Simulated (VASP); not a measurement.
A run of VASP 6.6.1 is set up as follows.

INCAR

```
SYSTEM = Nb
  PREC = Accurate
  ENCUT = 520
  EDIFF = 1E-6
  ISMEAR = 0
  SIGMA = 0.15
  LREAL = .FALSE.
  LASPH = .TRUE.
  NELM = 100
  ALGO = Fast
  ISIF = 2
  LWAVE = .FALSE.
  LCHARG = .FALSE.
  GGA = PS
  NBANDS = 12
```

KPOINTS

```
Automatic mesh
0
G
  22 22 22
  0 0 0
```

Contents of POSCAR:

```
Nb
1.0
   -1.7444682785      1.6649159791      1.6649159791
    1.6649159791     -1.7444682785      1.6649159791
    1.6649159791      1.6649159791     -1.7444682785
Nb
1
Direct
    0.0000000000      0.0000000000      0.0000000000
```

Potentials or basis: VASP PAW PBE potentials, release 64 (Nb_sv).

Command:

```bash
$ cat potpaw_PBE.64/Nb_sv/POTCAR > POTCAR
$ mpirun -np 1 vasp_std > vasp.out
```

(1) Estimate the pressure.

## Answers

(1) -8.5 GPa.

Caveat: the PAW data sets were made with another functional, which shifts forces and pressure a little.
